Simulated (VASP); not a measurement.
CdO (lda), 2 atoms in the cell. The structure is cubic, space group Fm-3m (No. 225). Conventional cell: a = 4.260 Å, b = 4.260 Å, c = 4.260 Å, α = 90.00°, β = 90.00°, γ = 90.00°. Cd (site symmetry m-3m) has 6 O at 2.13 Å within 2.8 Å. O (site symmetry m-3m) has 6 Cd at 2.13 Å within 2.8 Å. 

* Program: VASP 6.6.1
* Task: single point
* Functional: LDA
* Potentials or basis: VASP PAW LDA potentials, release 64 (Cd, O)
* Cutoff: 600 eV
* k mesh: 16 × 16 × 16
* Occupations: gaussian, width 0.1 eV
* Spin: no spin polarisation
* Dipole correction: no
* Further INCAR settings: ALGO = Normal; EDIFF = 1e-06; NBANDS = 16

Potentials or basis: VASP PAW LDA potentials, release 64 (Cd, O).

Run with:

```bash
$ cat potpaw_LDA.64/Cd/POTCAR potpaw_LDA.64/O/POTCAR > POTCAR
$ mpirun -np 1 vasp_std > vasp.out
```

Hardware: 1 thread of Intel(R) Xeon(R) Platinum 8259CL CPU @ 2.50GHz (Skylake/Cascade Lake), on a shared host.

Estimate the wall time of this run.

Run time: 26 s on 1 thread of Intel(R) Xeon(R) Platinum 8259CL CPU @ 2.50GHz (Skylake/Cascade Lake), with other jobs on the host, peak memory 0.17 GiB. Counts: scf iterations 12, k points 145.
